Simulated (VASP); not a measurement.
Zn, 1 atom in the cell. The structure is cubic, space group Im-3m (No. 229). Conventional cell: a = 3.138 Å, b = 3.138 Å, c = 3.138 Å, α = 90.00°, β = 90.00°, γ = 90.00°. Within 3.6 Å of Zn (site symmetry m-3m) lie 14 Zn at 2.72 to 3.14 Å. 

| Quantity | Value |
| --- | --- |
| Program | VASP 6.6.1 |
| Task | single point |
| Functional | PBEsol |
| Potentials or basis | VASP PAW PBE potentials, release 64 (Zn) |
| Cutoff | 520 eV |
| k mesh | 12 × 12 × 12 |
| Occupations | gaussian, width 0.05 eV |
| Spin | no spin polarisation |
| Dipole correction | no |
| Further INCAR settings | ALGO = Fast; EDIFF = 1e-07; NBANDS = 12 |

Potentials or basis: VASP PAW PBE potentials, release 64 (Zn).

Run with:

```bash
$ cat potpaw_PBE.64/Zn/POTCAR > POTCAR
$ mpirun -np 1 vasp_std > vasp.out
```

Hardware: 1 thread of AMD EPYC 7R43 64-Core Processor (Zen 3), on a shared host.

Estimate the wall time of this run.

Run time: 9 s on 1 thread of AMD EPYC 7R43 64-Core Processor (Zen 3), with other jobs on the host, peak memory 0.09 GiB. Counts: scf iterations 12, k points 72.
